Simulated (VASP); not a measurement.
HfO2: dielectric tensor with r2SCAN

Crystal: HfO2.

```
Hf O
1.0
     4.78990    0.00000    0.00000
     0.00000    4.78990    0.00000
     0.00000    0.00000    3.18781
Hf O
2 4
Direct
  0.00000 0.00000 0.00000
  0.50000 0.50000 0.50000
  0.30449 0.30449 0.00000
  0.19551 0.80449 0.50000
  0.80449 0.19551 0.50000
  0.69551 0.69551 0.00000
```

This cell differs from its parent crystal: strain -1.0%.

```
Program                : VASP 6.6.1
Task                   : dielectric tensor
Functional             : r2SCAN
Potentials or basis    : VASP PAW PBE potentials, release 64 (Hf_pv, O)
Cutoff                 : 520 eV
k mesh                 : 4 × 4 × 6
Occupations            : gaussian, width 0.01 eV
Spin                   : no spin polarisation
Dipole correction      : no
Further INCAR settings : ALGO = Normal; EDIFF = 1e-08
```

- Band gap on the k mesh: 4.56 eV
- Electronic dielectric tensor (diagonal): 4.15, 4.15, 4.64
- Born charges (mean of the diagonal): Hf +5.55; O -2.77 e

Levels at points of the mesh, in eV from the valence-band top:
| k point | band 19 | band 20 | band 21 | band 22 | band 23 | band 24 | band 25 | band 26 |
| --- | --- | --- | --- | --- | --- | --- | --- | --- |
| (0.00, 0.00, 0.00) | -0.78 | -0.52 | -0.52 | 0.00 | 4.56 | 4.72 | 5.86 | 6.24 |
| (0.50, 0.00, 0.00) | -1.52 | -1.52 | -0.69 | -0.69 | 5.24 | 5.24 | 6.91 | 6.91 |
| (0.50, 0.50, 0.00) | -1.19 | -1.19 | -0.87 | -0.87 | 4.78 | 4.78 | 6.31 | 6.31 |
| (0.00, 0.00, 0.50) | -2.14 | -2.14 | -1.00 | -1.00 | 6.26 | 6.26 | 6.75 | 6.75 |
| (0.50, 0.00, 0.50) | -1.83 | -1.83 | -0.98 | -0.98 | 4.79 | 4.79 | 7.03 | 7.03 |
| (0.50, 0.50, 0.50) | -1.15 | -1.15 | -0.53 | -0.53 | 5.76 | 5.76 | 6.51 | 6.51 |

Electronic dielectric tensor:
```
4.15 0.00 0.00
0.00 4.15 0.00
0.00 0.00 4.64
```

Born effective charge tensors (e):
atom 1, Hf
```
5.27 0.59 0.00
0.59 5.27 0.00
0.00 0.00 6.10
```
atom 2, Hf
```
 5.27 -0.59  0.00
-0.59  5.27  0.00
 0.00  0.00  6.10
```
atom 3, O
```
-2.63 -1.29  0.00
-1.29 -2.63  0.00
 0.00  0.00 -3.05
```
atom 4, O
```
-2.63  1.29  0.00
 1.29 -2.63  0.00
 0.00  0.00 -3.05
```
atom 5, O
```
-2.63  1.29  0.00
 1.29 -2.63  0.00
 0.00  0.00 -3.05
```
atom 6, O
```
-2.63 -1.29  0.00
-1.29 -2.63  0.00
 0.00  0.00 -3.05
```

Dipole moments of the cell (e·Å, modulo the quantum): ionic -23.950, -23.950, -35.066; electronic -4.790, 4.790, -3.173

Wall time 89 min on 1 thread of AMD EPYC 7R13, with other jobs on the host, peak memory 0.38 GiB.

Caveat: the cell differs from its parent crystal (strain -1.0%); spin-orbit coupling is left out, which moves the levels of the heavy elements. A k mesh can miss the band edges.
